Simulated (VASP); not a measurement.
Here is a VASP 6.6.1 calculation.

Contents of INCAR:

```
  PREC = Accurate
  ENCUT = 520
  EDIFF = 1E-7
  ISMEAR = 0
  SIGMA = 0.1
  LREAL = False
  LASPH = True
  NELM = 150
  ALGO = Normal
  ISIF = 2
  LWAVE = False
  LCHARG = False
  ISPIN = 2
  MAGMOM = 0 0.28 0.28 0.28
  LORBIT = 11
  LMAXMIX = 4
  GGA = PS
  NBANDS = 28
```

KPOINTS

```
Automatic mesh
0
Gamma
  14 14 14
```

File POSCAR:

```
AlNi3
1.0
    3.4487104629      0.0000000000      0.0000000000
    0.0000000000      3.5474252155      0.0000000000
    0.0000000000      0.0000000000      3.5474252155
Al Ni
1 3
Direct
    0.0000000000      0.0000000000      0.0000000000
    0.0000000000      0.5000000000      0.5000000000
    0.5000000000      0.0000000000      0.5000000000
    0.5000000000      0.5000000000      0.0000000000
```

Potentials or basis: VASP PAW PBE potentials, release 64 (Al, Ni).

Launch:

```bash
$ cat potpaw_PBE.64/Al/POTCAR potpaw_PBE.64/Ni/POTCAR > POTCAR
$ mpirun -np 1 vasp_std > vasp.out
```

Task: Estimate the site moments.

Result: Al -0.01; Ni +0.23, +0.22 (each value once) μB.

Task: Estimate the net moment.

Result: 0.64 μB per cell.

Task: Estimate the pressure.

Result: 1.0 GPa.

Stress tensor (GPa, compression positive):
```
2.68 0.00 0.00
0.00 0.13 0.00
0.00 0.00 0.13
```

Caveat: the cell differs from its parent crystal (uniaxial strain along a: -2.0 %, then relaxed in part); the PAW data sets were made with another functional, which shifts forces and pressure a little.
